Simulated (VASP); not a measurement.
Wanted: the native input for a VASP 6.6.1 run.

```yaml
Task: single point
Functional: PBEsol
Potentials_or_basis: VASP PAW PBE potentials, release 64 (Mg_sv, B)
Cutoff: 750 eV
k_mesh: 6 × 6 × 6
Occupations: gaussian, width 0.1 eV
Spin: no spin polarisation
Dipole_correction: no
Mended: yes
Further_INCAR_settings: ALGO = Normal; EDIFF = 1e-06; NBANDS = 15
```

The structure of MgB2 lies in POSCAR:

```
MgB2
1.0
    3.0850000000      0.0000000000      0.0000000000
   -1.5425000000      2.6716883707      0.0000000000
    0.0000000000      0.0000000000      3.5230000000
Mg B
1 2
Direct
    0.0000000000      0.0000000000      0.0000000000
    0.3333333333      0.6666666667      0.5000000000
    0.6666666667      0.3333333333      0.5000000000
```

These files were run (other wordings do the same):

INCAR

```
SYSTEM = MgB2
ALGO = Normal
EDIFF = 1E-6
ENCUT = 750
GGA = PS
GGA_COMPAT = .False.
ISIF = 2
ISMEAR = 0
LASPH = .True.
LCHARG = .False.
LREAL = .False.
LWAVE = .False.
NBANDS = 15
NELM = 120
PREC = Accurate
SIGMA = 0.1
```

KPOINTS

```
k-points
0
Gamma
  6 6 6
  0 0 0
```

Potentials or basis: VASP PAW PBE potentials, release 64 (Mg_sv, B).

Run with:

```console
$ cat potpaw_PBE.64/Mg_sv/POTCAR potpaw_PBE.64/B/POTCAR > POTCAR
$ mpirun -np 1 vasp_std > vasp.out
```

It gave:

The pressure is -3.2 GPa. The band gap on the k mesh is zero (bands 8 and 9 overlap by 3.83 eV).

Caveat: the k points lie up to 0.39 Å⁻¹ apart, too coarse for converged energies and pressures of a metal; the PAW data sets were made with another functional, which shifts forces and pressure a little.

Run time: 18 s on 1 thread of Intel(R) Xeon(R) Platinum 8259CL CPU @ 2.50GHz (Skylake/Cascade Lake), with other jobs on the host, peak memory 0.16 GiB.
